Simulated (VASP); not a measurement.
Write the native input for VASP 6.6.1 that does the following.

```yaml
Task: single point
Functional: BLYP
Dispersion: D3(BJ)
Potentials_or_basis: VASP PAW PBE potentials, release 64 (Sr_sv, O)
Cutoff: 520 eV
k_mesh: 9 × 9 × 9
Occupations: fermi-dirac, width 0.05 eV
Spin: non-collinear spin, typed start
Starting_moments: "[[0.5, 0.0, 0.0], [0.0, 0.0, 0.0]] μB"
Dipole_correction: no
Further_INCAR_settings: ALGO = Normal; EDIFF = 1e-06; NBANDS = 28
```

The structure of SrO lies in POSCAR:

```
SrO
1.0
    0.0000000000      2.6166323862      2.6166323862
    2.6166323862      0.0000000000      2.6166323862
    2.6166323862      2.6166323862      0.0000000000
Sr O
1 1
Direct
    0.5000000000      0.5000000000      0.5000000000
    0.0000000000      0.0000000000      0.0000000000
```

One way to write it, as run:

INCAR

```
SYSTEM = SrO
AGGAC = 1.0
AGGAX = 1.0
ALDAC = 0.0
ALDAX = 1.0
ALGO = Normal
EDIFF = 1E-6
ENCUT = 520
GGA = B5
ISIF = 2
ISMEAR = -1
IVDW = 12
LASPH = .True.
LCHARG = .True.
LNONCOLLINEAR = .True.
LORBIT = 11
LREAL = .False.
LVHAR = .True.
LWAVE = .False.
MAGMOM = 0.5 0 0 0 0 0
NBANDS = 28
NELM = 150
PREC = Accurate
SIGMA = 0.05
VDW_A1 = 0.4298
VDW_A2 = 4.2359
VDW_S6 = 1.0
VDW_S8 = 2.6996
```

KPOINTS

```
k-points
0
Gamma
  9 9 9
  0 0 0
```

Potentials or basis: VASP PAW PBE potentials, release 64 (Sr_sv, O).

Run with:

```sh
$ cat potpaw_PBE.64/Sr_sv/POTCAR potpaw_PBE.64/O/POTCAR > POTCAR
$ mpirun -np 1 vasp_ncl > vasp.out
```

Results of the run:

```yaml
Pressure: -3.9 GPa
Band_gap_on_the_k_mesh: 3.47 eV (least direct gap 3.59 eV)
Net_moment: 0.00 μB per cell
Valence_electrons_inside_the_program's_atomic_spheres: Sr 8.07; O 4.96
Dispersion_energy_per_atom: -0.556 eV
```

Caveat: three body term missing; the cell stands under tension; the PAW data sets were made with another functional, which shifts forces and pressure a little; an odd mesh through Γ misses points on the zone boundary, where band edges can lie.

Run time: 3.2 min on 1 thread of Intel(R) Xeon(R) Platinum 8488C (Sapphire Rapids), on a shared host, peak memory 0.35 GiB.
